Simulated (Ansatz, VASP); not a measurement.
# Ru3C2: VASP beside Ansatz

```
Ru C
1.0
     3.22610    0.00000    0.00000
    -1.61305    2.79389    0.00000
     0.00000    0.00000    6.21173
Ru C
3 2
Direct
  0.00000 0.00000 0.00000
  0.33333 0.66667 0.67358
  0.66667 0.33333 0.32642
  0.33333 0.66667 0.21827
  0.66667 0.33333 0.78173
```

Alike in both runs: functional PBE; k mesh 12 × 12 × 6; occupations gaussian, width 0.1 eV; no spin polarisation.

Ansatz relaxed the structure, and its values are those at the end. VASP's run is a single point on that final structure, the one shown.

```csv
,VASP,Ansatz
version,VASP 6.6.1,Ansatz 0.2.0
potentials or method,"VASP PAW PBE potentials, release 64 (Ru_pv, C), cutoff 520 eV","scalar-relativistic, plane waves, PAW"
valence electrons in the cell,50,56
```

Ansatz gave:

| Quantity | Value |
| --- | --- |
| gap on the k mesh at the Fermi level (eV) | none |
| pressure (GPa) | 0.0 |
| rms of the force components (eV/Å) | 0.000 |

**Question.** Which values does VASP return?

**Answer.** gap on the k mesh at the Fermi level (eV): none; pressure (GPa): 0.3; rms of the force components (eV/Å): 0.011.

A gap of «none» marks a metal or a gap that the smearing closes. The functional is the same, so the differences come from potentials, cutoffs and numerics. VASP's potentials hold 50 valence electrons a cell and Ansatz's 56, so a difference there can come from the potentials and not from the codes.
